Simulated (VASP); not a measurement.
Crystal: MgTe4.

```
Mg Te
1.0
     5.75432    0.00000    0.00000
     0.00000    5.75432    0.00000
     0.00000    0.00000    5.75432
Mg Te
1 4
Direct
  0.00000 0.00000 0.00000
  0.24378 0.75622 0.75622
  0.75622 0.24378 0.75622
  0.75622 0.75622 0.24378
  0.24378 0.24378 0.24378
```

```yaml
Program: VASP 6.6.1
Task: relaxation of cell and atoms
Functional: PBE
Potentials_or_basis: VASP PAW PBE potentials, release 64 (Mg, Te)
Cutoff: 600 eV
k_mesh: 4 × 4 × 4
Occupations: gaussian, width 0.1 eV
Spin: no spin polarisation
```

At the start: pressure 3.5 GPa; volume 38.11 Å³/atom.

**Question.** Where does the relaxation end?

**Answer.** Over 9 steps the energy falls by 503.4 meV/atom and the volume is 32.45 Å³/atom (-14.9 %); space group P-43m (No. 215, to 0.05 Å).

Step by step:
| step | energy change (eV) | largest force (eV/Å) | pressure (GPa) | volume (Å³) |
| --- | --- | --- | --- | --- |
| 1 | 0.0000 | 3.0213 | 3.51 | 190.54 |
| 2 | -1.0523 | 0.7874 | -2.44 | 214.52 |
| 3 | -1.0545 | 0.7284 | -2.59 | 215.59 |
| 4 | -1.5149 | 0.8059 | -2.55 | 199.30 |
| 5 | -2.4469 | 0.4108 | 1.51 | 155.39 |
| 6 | -2.5020 | 0.0912 | 1.05 | 158.21 |
| 7 | -2.5024 | 0.0581 | 1.06 | 157.91 |
| 8 | -2.5102 | 0.0618 | -0.63 | 165.33 |
| 9 | -2.5169 | 0.0181 | 0.02 | 162.24 |

Final structure:
```
Mg Te
1.0
     5.45401    0.00000    0.00000
     0.00000    5.45401    0.00000
     0.00000    0.00000    5.45401
Mg Te
1 4
Cartesian
  0.0000 0.0000 0.0000
  1.5866 3.8674 3.8674
  3.8674 1.5866 3.8674
  3.8674 3.8674 1.5866
  1.5866 1.5866 1.5866
```
